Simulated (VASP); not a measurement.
# NaW (P6_3/mmc) in VASP: further runs, part 2 of 2

VASP 6.6.1. Earlier steps stand in the parts before.

### 4 Relaxation of cell and atoms, PBE

INCAR

```
ALGO = Fast
EDIFF = 1E-6
EDIFFG = -0.04
ENCUT = 600
GGA = PE
IBRION = 2
ISIF = 3
ISMEAR = 0
LASPH = True
LCHARG = False
LREAL = False
LWAVE = False
NELM = 60
NSW = 90
PREC = Accurate
SIGMA = 0.1
```

KPOINTS

```
k-points
0
Gamma
  6 6 4
```

POSCAR

```
NaW
1.0
    3.2972710300      0.0000000000      0.0000000000
   -1.6486355100      2.8555204700      0.0000000000
    0.0000000000      0.0000000000      6.5049891000
Na W
2 2
Direct
    0.0000000000      0.0000000000      0.0000000000
    0.0000000000      0.0000000000      0.5000000000
    0.3333333300      0.6666666700      0.2500000000
    0.6666666700      0.3333333300      0.7500000000
```

Potentials or basis: VASP PAW PBE potentials, release 64 (Na_pv, W_sv).

The run is started by

```sh
$ cat potpaw_PBE.64/Na_pv/POTCAR potpaw_PBE.64/W_sv/POTCAR > POTCAR
$ mpirun -np 1 vasp_std > vasp.out
```

OUTCAR:

```text
EDIFF = 1E-6
   EDIFFG = -0.04
   ENCUT = 600
   GGA = PE
   IBRION = 2
   ISIF = 3
   ISMEAR = 0
   LASPH = True
   LREAL = False
   NELM = 60
   NSW = 90
   PREC = Accurate

 ion  position               nearest neighbor table
   1  0.000  0.000  0.000-   3 2.50   4 2.50   3 2.50   4 2.50   4 2.50   3 2.50
   2  0.000  0.000  0.500-   3 2.50   4 2.50   3 2.50   4 2.50   4 2.50   3 2.50
   3  0.333  0.667  0.250-   1 2.50   2 2.50   1 2.50   2 2.50   1 2.50   2 2.50
   4  0.667  0.333  0.750-   1 2.50   2 2.50   1 2.50   2 2.50   1 2.50   2 2.50

  LATTYP: Found a hexagonal cell.
 ALAT       =     3.2972710300
 C/A-ratio  =     1.9728402794

  Lattice vectors:

 A1 = (   3.2972710300,   0.0000000000,   0.0000000000)
 A2 = (  -1.6486355100,   2.8555204700,   0.0000000000)
 A3 = (   0.0000000000,   0.0000000000,   6.5049891000)

Analysis of symmetry for initial positions (statically):
=====================================================================
 Subroutine PRICEL returns:
 Original cell was already a primitive cell.

 Routine SETGRP: Setting up the symmetry group for a
 hexagonal supercell.

 Subroutine GETGRP returns: Found 24 space group operations
 (whereof 12 operations were pure point group operations)
 out of a pool of 24 trial point group operations.

The static configuration has the point symmetry D_3d.
 The point group associated with its full space group is D_6h.

Analysis of symmetry for dynamics (positions and initial velocities):
=====================================================================
 Subroutine PRICEL returns:
 Original cell was already a primitive cell.

 Routine SETGRP: Setting up the symmetry group for a
 hexagonal supercell.

 Subroutine GETGRP returns: Found 24 space group operations
 (whereof 12 operations were pure point group operations)
 out of a pool of 24 trial point group operations.

The dynamic configuration has the point symmetry D_3d.
 The point group associated with its full space group is D_6h.

 Subroutine INISYM returns: Found 24 space group operations
 (whereof 12 operations are pure point group operations),
 and found     1 'primitive' translations

[... 133 lines left out ...]
   NGX = 13   NGY = 13   NGZ = 25

--------------------------------------- Ionic step        1  -------------------------------------------

 number of electron      42.0000007 magnetization

 Free energy of the ion-electron system (eV)
  ---------------------------------------------------
  ext. energy  EPLUGINS =         0.00000000
  ---------------------------------------------------
  free energy    TOTEN  =       -14.99279500 eV

  energy without entropy =      -14.95138221  energy(sigma->0) =      -14.97208860

------------------------ aborting loop because EDIFF is reached ----------------------------------------

  FORCE on cell =-STRESS in cart. coord.  units (eV):
  Direction    XX          YY          ZZ          XY          YZ          ZX
  --------------------------------------------------------------------------------------
  -------------------------------------------------------------------------------------
  Total        7.4932450      7.4932450     17.6658389      0.0000000     -0.0000000      0.0000000
  in kB      196.0171261    196.0171254    462.1238166      0.0000003     -0.0000000      0.0000000
  external PRESSURE =     284.7193560 kB  Pullay stress =       0.0000000 kB
[... 95 lines left out ...]
  FREE ENERGIE OF THE ION-ELECTRON SYSTEM (eV)
  ---------------------------------------------------
  free  energy   TOTEN  =       -16.9109865372 eV

  energy  without entropy=      -16.8651520935  energy(sigma->0) =      -16.88806932

 E-fermi :   4.1055     XC(G=0):  -9.8382

 val. band max:        4.0925226668   @ k =   0.0000   0.0000   0.0000
 cond. band min:       4.1337824843   @ k =   0.3333   0.0000   0.0000
 fundamental gap:      0.0412598175
 Fermi energy:         4.1054898513

 k-point     1 :       0.0000    0.0000    0.0000
  band No.  band energies     occupation
      1     -70.1185      2.00000
      2     -70.1180      2.00000
      3     -34.3765      2.00000
      4     -34.3757      2.00000
      5     -33.8940      2.00000
      6     -33.8940      2.00000
[... 577 lines left out ...]
     24       4.1455      0.57155
     25       9.0105      0.00000

[... ionic steps 4 to 10 ...]

--------------------------------------- Ionic step       11  -------------------------------------------

 number of electron      41.9999974 magnetization

------------------------ aborting loop because EDIFF is reached ----------------------------------------
[... 71 lines left out ...]
--------------------------------------- Ionic step       13  -------------------------------------------

 number of electron      41.9999985 magnetization

 Free energy of the ion-electron system (eV)
  ---------------------------------------------------
  ext. energy  EPLUGINS =         0.00000000
  ---------------------------------------------------
  free energy    TOTEN  =       -24.40518234 eV

  energy without entropy =      -24.37891299  energy(sigma->0) =      -24.39204766

 E-fermi :   5.9634     XC(G=0): -10.6944

 val. band max:        5.6751106462   @ k =   0.5000   0.0000   0.0000
 cond. band min:       6.0251518053   @ k =   0.3333   0.1667   0.0000
 fundamental gap:      0.3500411591
 Fermi energy:         5.9634492401

 k-point     1 :       0.0000    0.0000    0.0000
  band No.  band energies     occupation
      1     -68.1843      2.00000
      2     -68.1839      2.00000
      3     -32.5273      2.00000
      4     -32.5266      2.00000
      5     -31.7234      2.00000
      6     -31.7234      2.00000
[... 608 lines left out ...]
  FREE ENERGIE OF THE ION-ELECTRON SYSTEM (eV)
  ---------------------------------------------------
  free  energy   TOTEN  =       -24.4051823364 eV

  energy  without entropy=      -24.3789129924  energy(sigma->0) =      -24.39204766

 reached required accuracy - stopping structural energy minimisation
```

CONTCAR:

```text
NaW
   1.00000000000000
     2.7724820296151083   -0.0000000011013584    0.0000000000000000
    -1.3862410115571513    2.4010398673711602   -0.0000000000000000
    -0.0000000000000000   -0.0000000000000000   11.1479445818660015
  Na              W
     2     2
Direct
     0.0000000000000000    0.0000000000000000    0.0000000000000000
     0.0000000000000000    0.0000000000000000    0.5000000000000000
     0.3333333300000021    0.6666666699999979    0.2500000000000000
     0.6666666699999979    0.3333333300000021    0.7500000000000000

  0.00000000E+00  0.00000000E+00  0.00000000E+00
  0.00000000E+00  0.00000000E+00  0.00000000E+00
  0.00000000E+00  0.00000000E+00  0.00000000E+00
  0.00000000E+00  0.00000000E+00  0.00000000E+00
```

It took 11 min on 1 thread of Oxide Virtual Turin-like, shared host; peak memory 0.19 GiB.

What came out:

| Item | Value |
| --- | --- |
| Free energy | -24.4052 eV |
| Relaxed volume | 18.55 Å³/atom |
| Relaxed cell | a = 2.772 Å, b = 2.772 Å, c = 11.148 Å, α = 90.00°, β = 90.00°, γ = 120.00° |
| Space group after relaxing (to 0.1 Å) | P6_3/mmc (No. 194) |
| Energy gained by relaxing | 2353.1 meV/atom |
| Ionic steps | 13 |
| Pressure after relaxing | -0.1 GPa |
| Band gap on the k mesh | zero (bands 21 and 22 overlap by 2.75 eV) |

The path:
| step | energy change (eV) | largest force (eV/Å) | pressure (GPa) | volume (Å³) |
| --- | --- | --- | --- | --- |
| 1 | 0.0000 | 0.0000 | 28.47 | 61.25 |
| 2 | -1.9131 | 0.0000 | -6.02 | 88.33 |
| 3 | -1.9182 | 0.0000 | -5.55 | 87.21 |
| 4 | -4.5434 | 0.0000 | -10.58 | 90.50 |
| 5 | -8.4409 | 0.0000 | -15.46 | 89.40 |
| 6 | -8.2819 | 0.0000 | -15.52 | 90.19 |
| 7 | -7.9214 | 0.0000 | 15.67 | 69.68 |
| 8 | -9.1235 | 0.0000 | -6.62 | 79.87 |
| 9 | -9.2285 | 0.0000 | -6.60 | 79.60 |
| 10 | -9.0059 | 0.0000 | 2.23 | 74.59 |
| 11 | -9.2309 | 0.0000 | -6.02 | 79.21 |
| 12 | -9.4058 | 0.0000 | 1.04 | 73.34 |
| 13 | -9.4124 | 0.0000 | -0.06 | 74.21 |

Final structure:
```
Na W
1.0
     2.77248    0.00000    0.00000
    -1.38624    2.40104    0.00000
     0.00000    0.00000   11.14794
Na W
2 2
Direct
  0.00000 0.00000 0.00000
  0.00000 0.00000 0.50000
  0.33333 0.66667 0.25000
  0.66667 0.33333 0.75000
```

Caveat: the k points lie up to 0.44 Å⁻¹ apart in the final cell, too coarse for converged energies and pressures of a metal; the volume moved by over 15 % at a fixed basis, so the end points are rough; spin-orbit coupling is left out, which moves the levels of the heavy elements.

### 5 Single point, PBE

This run uses another cell than the first one, of 18.92 Å³/atom.

INCAR

```
ALGO     = Fast           # electronic algorithm
EDIFF    = 1E-7           # SCF threshold, eV
ENCUT    = 520            # plane-wave cutoff, eV
GGA      = PE             # functional
ISIF     = 2              # what is computed and relaxed
ISMEAR   = 0              # smearing method
LASPH    = True           # aspherical terms in the spheres
LCHARG   = False          # write CHGCAR
LREAL    = False          # projectors in reciprocal space
LWAVE    = False          # write WAVECAR
NBANDS   = 29             # bands
NELM     = 60             # most SCF steps
PREC     = Accurate       # precision mode
SIGMA    = 0.1            # smearing width, eV
```

KPOINTS

```
k-points
0
Gamma
  18 18 4
```

POSCAR

```
NaW
1.0
    2.7672461851      0.0000000000      0.0000000000
   -1.3836230925      2.3965054948      0.0000000000
    0.0000000000      0.0000000000     11.4119938843
Na W
2 2
Direct
    0.0000000000      0.0000000000      0.0000000000
    0.0000000000      0.0000000000      0.5000000000
    0.3333333333      0.6666666667      0.2500000000
    0.6666666667      0.3333333333      0.7500000000
```

Potentials or basis: VASP PAW PBE potentials, release 64 (Na_pv, W_sv).

The run is started by

```sh
$ cat potpaw_PBE.64/Na_pv/POTCAR potpaw_PBE.64/W_sv/POTCAR > POTCAR
$ mpirun -np 1 vasp_std > vasp.out
```

OUTCAR:

```text
EDIFF = 1E-7
   ENCUT = 520
   GGA = PE
   ISIF = 2
   ISMEAR = 0
   LASPH = True
   LREAL = False
   NELM = 60
   PREC = Accurate

 ion  position               nearest neighbor table
   1  0.000  0.000  0.000-
   2  0.000  0.000  0.500-
   3  0.333  0.667  0.250-
   4  0.667  0.333  0.750-

  LATTYP: Found a hexagonal cell.
 ALAT       =     2.7672461851
 C/A-ratio  =     4.1239532448

  Lattice vectors:

 A1 = (   2.7672461851,   0.0000000000,   0.0000000000)
 A2 = (  -1.3836230925,   2.3965054948,   0.0000000000)
 A3 = (   0.0000000000,   0.0000000000,  11.4119938843)

Analysis of symmetry for initial positions (statically):
=====================================================================
 Subroutine PRICEL returns:
 Original cell was already a primitive cell.

 Routine SETGRP: Setting up the symmetry group for a
 hexagonal supercell.

 Subroutine GETGRP returns: Found 24 space group operations
 (whereof 12 operations were pure point group operations)
 out of a pool of 24 trial point group operations.

The static configuration has the point symmetry D_3d.
 The point group associated with its full space group is D_6h.

Analysis of symmetry for dynamics (positions and initial velocities):
=====================================================================
 Subroutine PRICEL returns:
 Original cell was already a primitive cell.

 Routine SETGRP: Setting up the symmetry group for a
 hexagonal supercell.

 Subroutine GETGRP returns: Found 24 space group operations
 (whereof 12 operations were pure point group operations)
 out of a pool of 24 trial point group operations.

The dynamic configuration has the point symmetry D_3d.
[... 113 lines left out ...]
   TEBEG  =    0.0;   TEEND  =   0.0 temperature during run
   PSTRESS=    0.0 pullay stress
   NELECT =      42.0000    total number of electrons
   NUPDOWN=      -1.0000    fix difference up-down
   EMIN   =  10.00;   EMAX   =-10.00  energy-range for DOS
   EFERMI =   0.00;   METHOD = LEGACY
   ISMEAR =     0;   SIGMA  =   0.10  broadening in eV -4-tet -1-fermi 0-gaus
   EFERMI_NEDOS =   21; number of points for ismear=-14 and -15
   IALGO  =     68    algorithm
   IMIX   =      4    mixing-type and parameters
     AMIX     =   0.40;   BMIX     =  1.00
     AMIX_MAG =   1.60;   BMIX_MAG =  1.00
  volume/ion in A,a.u.               =      18.92       127.68
  Fermi-wavevector in a.u.,A,eV,Ry     =   1.345330  2.542304 24.625342  1.809912
  Thomas-Fermi vector in A             =   2.473251
   LORBIT       =      0    0 simple, 1 ext, 2 COOP (PROOUT), +10 PAW based schemes
   GGA     = PE    functional components
   LHFCALC =     F    Hartree Fock is set to
   AEXX    =    0.0000 exact exchange contribution
   IVDW    =     0    specifies the selected vdW correction
   LEPSILON=     F    determine dielectric tensor
   LRPA    =     F    only Hartree local field effects (RPA)
 non-spin polarized calculation
 RMM-DIIS sequential band-by-band and
 Gauss-broadening in eV      SIGMA  =   0.10
  energy-cutoff  :      520.00
  volume of cell :       75.68
 maximum number of plane-waves:      2066
 NGX is ok and might be reduce to    24
   NGX = 11   NGY = 11   NGZ = 43

 number of electron      41.9999987 magnetization

 Free energy of the ion-electron system (eV)
  ---------------------------------------------------
  ext. energy  EPLUGINS =         0.00000000
  ---------------------------------------------------
  free energy    TOTEN  =       -24.55644019 eV

  energy without entropy =      -24.53487321  energy(sigma->0) =      -24.54565670

 E-fermi :   5.5732     XC(G=0): -10.5908

 val. band max:        5.5486256376   @ k =   0.2778   0.1111   0.2500
 cond. band min:       5.5738383461   @ k =   0.4444   0.0556   0.2500
 fundamental gap:      0.0252127086
 Fermi energy:         5.5732314609

 k-point     1 :       0.0000    0.0000    0.0000
  band No.  band energies     occupation
      1     -68.2367      2.00000
      2     -68.2367      2.00000
      3     -32.5721      2.00000
      4     -32.5719      2.00000
      5     -31.7651      2.00000
      6     -31.7651      2.00000
[... 757 lines left out ...]
     28      11.1071      0.00000
     29      12.3948      0.00000

 [... further k-points ...]
[... 5 lines left out ...]
  --------------------------------------------------------------------------------------
  -------------------------------------------------------------------------------------
  Total        0.0991473      0.0991473     -0.0183841      0.0000000     -0.0000000      0.0000000
  in kB        2.0989582      2.0989582     -0.3891941      0.0000000     -0.0000000      0.0000000
  external PRESSURE =       1.2695741 kB  Pullay stress =       0.0000000 kB

 VOLUME and BASIS-vectors are now :
 -----------------------------------------------------------------------------
  energy-cutoff  :      520.00
  volume of cell :       75.68
      direct lattice vectors                 reciprocal lattice vectors
     2.767246185  0.000000000  0.000000000     0.361370089  0.208637118  0.000000000
    -1.383623092  2.396505495  0.000000000     0.000000000  0.417274236  0.000000000
     0.000000000  0.000000000 11.411993884     0.000000000  0.000000000  0.087627106

 POSITION                                       TOTAL-FORCE (eV/Angst)
 -----------------------------------------------------------------------------------
      0.00000      0.00000      0.00000         0.000000      0.000000     -0.000000
      0.00000      0.00000      5.70600        -0.000000      0.000000     -0.000000
     -0.00000      1.59767      2.85300        -0.000000      0.000000      0.000000
      1.38362      0.79884      8.55900         0.000000     -0.000000     -0.000000
 -----------------------------------------------------------------------------------
    total drift:                               -0.000000      0.000000     -0.000000

  FREE ENERGIE OF THE ION-ELECTRON SYSTEM (eV)
  ---------------------------------------------------
  free  energy   TOTEN  =       -24.5564401888 eV

  energy  without entropy=      -24.5348732060  energy(sigma->0) =      -24.54565670
```

stdout:

```text
POSCAR found type information on POSCAR NaW
 POSCAR found :  2 types and       4 ions
 scaLAPACK will be used
 LDA part: xc-table for (Slater+PW92), standard interpolation
 POSCAR, INCAR and KPOINTS ok, starting setup
 FFT: planning ... GRIDC
 FFT: planning ... GRID_SOFT
 FFT: planning ... GRID
 WAVECAR not read
 entering main loop
WARNING in EDDRMM: call to ZHEGV failed, returncode =   8  4     29
WARNING in EDDRMM: call to ZHEGV failed, returncode =   8  4     24
 num prob WARNING in EDDRMM: call to ZHEGV failed, returncode =   8  4     27
 num prob  num prob  num prob  num prob  num prob  num prob RMM:  17    -0.245564401888E+02   -0.66939E-09   -0.55950E-08  4484   0.191E-03
```

Wall time 4.3 min (1 thread of Oxide Virtual Turin-like, shared host); peak memory 0.32 GiB.

What came out:

```
Free energy            : -24.5564 eV
Pressure               : 0.1 GPa
Band gap on the k mesh : zero (bands 21 and 22 overlap by 2.89 eV)
```

Caveat: spin-orbit coupling is left out, which moves the levels of the heavy elements.

### 6 Relaxation of cell and atoms, PBE

This run uses another cell than the first one, of 18.87 Å³/atom.

INCAR

```
SYSTEM = NaW
PREC = Accurate
ENCUT = 600
EDIFF = 1E-6
ISMEAR = 0
SIGMA = 0.1
LREAL = .FALSE.
LASPH = .TRUE.
NELM = 80
ALGO = Fast
ISIF = 3
LWAVE = .FALSE.
LCHARG = .FALSE.
GGA = PE
IBRION = 2
NSW = 100
EDIFFG = -0.01
```

KPOINTS

```
regular mesh
0
G
  18 18 4
  0 0 0
```

POSCAR

```
NaW
1.0
    2.7688358630      0.0000000000      0.0000000000
   -1.3844179315      2.3978821963      0.0000000000
    0.0000000000      0.0000000000     11.3660089091
Na W
2 2
Direct
    0.0000000000      0.0000000000      0.0000000000
    0.0000000000      0.0000000000      0.5000000000
    0.3333333333      0.6666666667      0.2500000000
    0.6666666667      0.3333333333      0.7500000000
```

Potentials or basis: VASP PAW PBE potentials, release 64 (Na_pv, W_sv).

The run is started by

```sh
$ cat potpaw_PBE.64/Na_pv/POTCAR potpaw_PBE.64/W_sv/POTCAR > POTCAR
$ mpirun -np 1 vasp_std > vasp.out
```

It took 6.8 min on 1 thread of Oxide Virtual Turin-like, shared host; peak memory 0.35 GiB.

Results (log left out):

```
Free energy                           : -24.5566 eV
Relaxed volume                        : 18.95 Å³/atom
Relaxed cell                          : a = 2.769 Å, b = 2.769 Å, c = 11.410 Å, α = 90.00°, β = 90.00°, γ = 120.00°
Space group after relaxing (to 0.1 Å) : P6_3/mmc (No. 194)
Energy gained by relaxing             : 0.1 meV/atom
Ionic steps                           : 2
Pressure after relaxing               : 0.0 GPa
Band gap on the k mesh                : zero (bands 21 and 22 overlap by 2.88 eV)
```

Stress tensor (GPa, compression positive):
```
-0.07  0.00  0.00
 0.00 -0.07  0.00
 0.00  0.00  0.01
```

Step by step:
| step | energy change (eV) | largest force (eV/Å) | pressure (GPa) | volume (Å³) |
| --- | --- | --- | --- | --- |
| 1 | 0.0000 | 0.0000 | 0.25 | 75.46 |
| 2 | -0.0006 | 0.0000 | -0.04 | 75.79 |

Final structure:
```yaml
crystal:
  lattice:
    - [2.76947, 0.00000, 0.00000]
    - [-1.38474, 2.39843, 0.00000]
    - [0.00000, 0.00000, 11.40963]
  atoms:
    - { symbol: Na, position: [0.00000, 0.00000, 0.00000] }
    - { symbol: Na, position: [0.00000, 0.00000, 0.50000] }
    - { symbol: W, position: [0.33333, 0.66667, 0.25000] }
    - { symbol: W, position: [0.66667, 0.33333, 0.75000] }
```

Levels at points of the mesh, in eV from the Fermi level:
```
           k point  band 20  band 21  band 22  band 23  band 24  band 25
(0.00, 0.00, 0.00)    -0.72     0.04     0.04     0.04     0.04     2.86
(0.50, 0.00, 0.00)     0.03     1.63     1.96     2.13     2.13     2.82
(0.00, 0.00, 0.50)    -1.51     0.04     0.04     0.04     0.04     3.37
(0.50, 0.00, 0.50)    -0.07     1.68     1.68     2.13     2.13     3.58
```

Caveat: spin-orbit coupling is left out, which moves the levels of the heavy elements.

### 7 The runs side by side

| task | cell | k mesh | cutoff (eV) | gap on the mesh (eV) | pressure (GPa) | relaxed volume (Å³/atom) |
| --- | --- | --- | --- | --- | --- | --- |
| single point | a = 3.297, b = 3.297, c = 6.505 Å, angles 90.0, 90.0, 120.0°, 4 atoms | 6 × 6 × 4 | 520 | none | 28.4 | - |
| single point | a = 2.769, b = 2.769, c = 11.366 Å, angles 90.0, 90.0, 120.0°, 4 atoms | 6 × 6 × 4 | 520 | none | 0.2 | - |
| relaxation of cell and atoms | relaxed from a = 3.297, b = 3.297, c = 6.505 Å, angles 90.0, 90.0, 120.0°, 4 atoms | 6 × 6 × 4 | 600 | none | -0.1 | 18.55 |
| single point | a = 2.767, b = 2.767, c = 11.412 Å, angles 90.0, 90.0, 120.0°, 4 atoms | 18 × 18 × 4 | 520 | none | 0.1 | - |
| relaxation of cell and atoms | relaxed from a = 2.769, b = 2.769, c = 11.366 Å, angles 90.0, 90.0, 120.0°, 4 atoms | 18 × 18 × 4 | 600 | none | 0.0 | 18.95 |

Alike in all rows: level PBE; potentials or basis VASP PAW PBE potentials, release 64 (Na_pv, W_sv); no spin polarisation; smearing gaussian 0.1 eV.

Caveats: some runs use coarse meshes; spin-orbit coupling is left out, which moves the levels of the heavy elements; the volume moved by over 15 % at a fixed basis, so the end points are rough (at least some runs).

Total energies depend on the potentials used, so only differences within one code and one set of settings carry meaning.

The gap in the log of VASP goes by the Fermi energy; the results here count the filled bands.